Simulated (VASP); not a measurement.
Set up this calculation in VASP 6.6.1, as the native input.

| Property | Result |
| --- | --- |
| Task | single point |
| Functional | PBEsol |
| Potentials or basis | VASP PAW PBE potentials, release 64 (Sb) |
| Cutoff | 520 eV |
| k mesh | 16 × 16 × 16 |
| Occupations | gaussian, width 0.15 eV |
| Spin | no spin polarisation |
| Dipole correction | no |
| Further INCAR settings | ALGO = Normal; EDIFF = 1e-06; NBANDS = 8 |

The structure of Sb lies in POSCAR:

```
Sb
1.0
    3.3180000000      0.0000000000      0.0000000000
    0.0000000000      3.3180000000      0.0000000000
    0.0000000000      0.0000000000      3.1600000000
Sb
1
Direct
    0.0000000000      0.0000000000      0.0000000000
```

This cell differs from its parent crystal: strain +0.050 along x and y, +0.000 along z.

One way to write it, as run:

INCAR

```
SYSTEM = Sb
ALGO = Normal
EDIFF = 1E-6
ENCUT = 520
GGA = PS
ISIF = 2
ISMEAR = 0
LASPH = .True.
LCHARG = .False.
LREAL = .False.
LWAVE = .False.
NBANDS = 8
NELM = 80
PREC = Accurate
SIGMA = 0.15
```

KPOINTS

```
k-points
0
Gamma
  16 16 16
  0 0 0
```

Potentials or basis: VASP PAW PBE potentials, release 64 (Sb).

Command:

```sh
$ cat potpaw_PBE.64/Sb/POTCAR > POTCAR
$ mpirun -np 1 vasp_std > vasp.out
```

Results of the run:

The pressure is -7.7 GPa.

Caveat: the cell differs from its parent crystal (strain +0.050 along x and y, +0.000 along z); the PAW data sets were made with another functional, which shifts forces and pressure a little.

Wall time 37 s on 1 thread of AMD EPYC 9R45 96-Core Processor (Zen 5), on a shared host, peak memory 0.21 GiB.
